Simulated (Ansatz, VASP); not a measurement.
Two plane-wave programs on AlGa3N2

The input INCAR:

```
PREC = Accurate
ENCUT = 600
EDIFF = 1E-6
ISMEAR = 0
SIGMA = 0.1
LREAL = False
LASPH = True
NELM = 100
ALGO = Normal
ISIF = 3
LWAVE = False
LCHARG = False
GGA = PE
IBRION = 2
NSW = 90
EDIFFG = -0.04
```

Contents of KPOINTS:

```
regular mesh
0
Gamma
  6 6 6
```

File POSCAR:

```
AlGa3N2
1.0
    2.3180369300      1.3383192500      5.1142179700
   -2.3180369300      1.3383192500      5.1142179700
    0.0000000000     -2.6766384900      5.1142179700
Al Ga N
1 3 2
Direct
    0.5000000000      0.5000000000      0.5000000000
    0.7410844900      0.7410844900      0.7410844900
    0.2589155100      0.2589155100      0.2589155100
    0.0000000000      0.0000000000      0.0000000000
    0.8716319500      0.8716319500      0.8716319500
    0.1283680500      0.1283680500      0.1283680500
```

Input for Ansatz:

```yaml
crystal:
  lattice:
    - [2.31803693, 1.33831925, 5.11421797]
    - [-2.31803693, 1.33831925, 5.11421797]
    - [0.0, -2.67663849, 5.11421797]
  atoms:
    - { symbol: Al, position: [0.5, 0.5, 0.5] }
    - { symbol: Ga, position: [0.74108449, 0.74108449, 0.74108449] }
    - { symbol: Ga, position: [0.25891551, 0.25891551, 0.25891551] }
    - { symbol: Ga, position: [0.0, 0.0, 0.0] }
    - { symbol: "N", position: [0.87163195, 0.87163195, 0.87163195] }
    - { symbol: "N", position: [0.12836805, 0.12836805, 0.12836805] }
basis:
  ecutwfc: 420
kpoints:
  mp_grid: { grid: [6, 6, 6] }
hamiltonian:
  xc: pbe
scf:
  occupations: { method: gaussian, width: 0.1 }
  lower_state_search: "off"
output:
  forces: true
  stress: true
  eigenvalues: true
relax:
  adjacent_minimum: "off"
  f_tol: 0.04
  max_steps: 70
  cell: { stress_tol: 0.4 }
```

Alike in both runs: task relaxation of cell and atoms; functional PBE; k mesh 6 × 6 × 6; occupations gaussian, width 0.1 eV; no spin polarisation.

```csv
,VASP,Ansatz
version,VASP 6.6.1,Ansatz 0.2.0
potentials or method,"VASP PAW PBE potentials, release 64 (Al, Ga_d, N), cutoff 600 eV","scalar-relativistic, plane waves, PAW"
valence electrons in the cell,52,52
```

|  | VASP | Ansatz | Ansatz less VASP |
| --- | --- | --- | --- |
| relaxed volume (Å³/atom) | 16.10 | 13.05 | -3.048 |
| relaxed cell length with the largest relative difference (Å) | 5.876 | 10.319 | +4.4432 |
